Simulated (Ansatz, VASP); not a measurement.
## Sr in VASP and in Ansatz

Contents of INCAR:

```
ALGO = Normal ; EDIFF = 1E-7
ENCUT = 520 ; ISIF = 2
ISMEAR = -1 ; LASPH = True
LCHARG = False ; LREAL = False
LWAVE = False ; NBANDS = 17
NELM = 80 ; PREC = Accurate
SIGMA = 0.08
```

KPOINTS

```
k-points
0
Gamma
  10 10 5
```

Contents of POSCAR:

```
Sr
1.0
    4.3100002207      0.0431000022      0.0431000022
   -2.1176744136      3.7110196803      0.0157756957
    0.0705000000      0.0705000000      7.0500000000
Sr
2
Direct
    0.3333333333      0.6666666667      0.2500000000
    0.6666666667      0.3333333333      0.7500000000
```

Input for Ansatz:

```yaml
crystal:
  lattice:
    - [4.3100002207, 0.0431000022, 0.0431000022]
    - [-2.1176744136, 3.7110196803, 0.0157756957]
    - [0.0705, 0.0705, 7.05]
  atoms:
    - { symbol: Sr, position: [0.3333333333, 0.6666666667, 0.25] }
    - { symbol: Sr, position: [0.6666666667, 0.3333333333, 0.75] }
kpoints:
  mp_grid: { grid: [10, 10, 5] }
  band_path:
    path:
      - [0.0, 0.0, 0.0]
      - [0.0, -0.5, 0.0]
      - [0.0, 0.0, 0.5]
      - [0.0, 0.0, 0.0]
      - [-0.5, 0.0, 0.0]
      - [-0.5, 0.5, -0.5]
      - [0.0, 0.0, 0.0]
      - [-0.5, 0.0, -0.5]
      - [-0.5, 0.5, 0.0]
    npoints: 5
scf:
  occupations: { method: fermi_dirac, width: 0.08 }
hamiltonian:
  xc: lda
  pseudopotentials: { kind: all_electron, lapw: { basis_error: 0.001 } }
output:
  forces: true
  stress: true
  eigenvalues: true
```

Change from the starting cell: equal xy, yz and zx shear strains of +2 %.

Alike in both runs: task single point; functional LDA; k mesh 10 × 10 × 5; occupations fermi-dirac, width 0.08 eV; no spin polarisation.

|  | VASP | Ansatz |
| --- | --- | --- |
| version | VASP 6.6.1 | Ansatz 0.2.0 |
| potentials or method | VASP PAW LDA potentials, release 64 (Sr_sv), cutoff 520 eV | all-electron LAPW, scalar-relativistic |

Ansatz gave:

- pressure (GPa): -1.5
- traceless stress, the component that is largest in VASP (GPa): -0.15
- rms of the force components (eV/Å): 0.007

Problem. Which values does VASP return?

Solution. Pressure (GPa): -1.6; traceless stress, the component that is largest in VASP (GPa): -0.16; rms of the force components (eV/Å): 0.007.

LDA's correlation is that of Perdew and Zunger in VASP and of Perdew and Wang (1992) in Ansatz. Atom by atom the forces differ by 0.000 eV/Å (rms over components). Ansatz ran all-electron here, and VASP with PAW potentials.
